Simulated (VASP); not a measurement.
**ZnO: single point with PBEsol**

Crystal: ZnO.

```
Zn O
1.0
     3.23004    0.00000    0.00000
    -1.61502    2.79730    0.00000
     0.00000    0.00000    5.21424
Zn O
2 2
Direct
  0.66667 0.33333 0.00003
  0.33333 0.66667 0.50003
  0.33333 0.66667 0.87898
  0.66667 0.33333 0.37898
```

```yaml
Program: VASP 6.6.1
Task: single point
Functional: PBEsol
Potentials_or_basis: VASP PAW PBE potentials, release 64 (Zn, O)
Cutoff: 520 eV
k_mesh: 9 × 9 × 5
Occupations: fermi-dirac, width 0.05 eV
Spin: no spin polarisation
Dipole_correction: no
Further_INCAR_settings: ALGO = Normal; EDIFF = 1e-07; NBANDS = 26
```

```json
{
  "Pressure": "1.0 GPa",
  "Band gap on the k mesh": "0.69 eV"
}
```

Levels at points of the mesh, in eV from the valence-band top:
| k point | band 14 | band 15 | band 16 | band 17 | band 18 | band 19 | band 20 | band 21 | band 22 | band 23 |
| --- | --- | --- | --- | --- | --- | --- | --- | --- | --- | --- |
| (0.00, 0.00, 0.00) | -0.81 | -0.81 | -0.09 | 0.00 | 0.00 | 0.69 | 5.16 | 8.10 | 12.83 | 12.83 |

Wall time 15 s on 1 thread of Intel(R) Xeon(R) 6975P-C (Granite Rapids), with other jobs on the host, peak memory 0.17 GiB.

Caveat: the PAW data sets were made with another functional, which shifts forces and pressure a little.
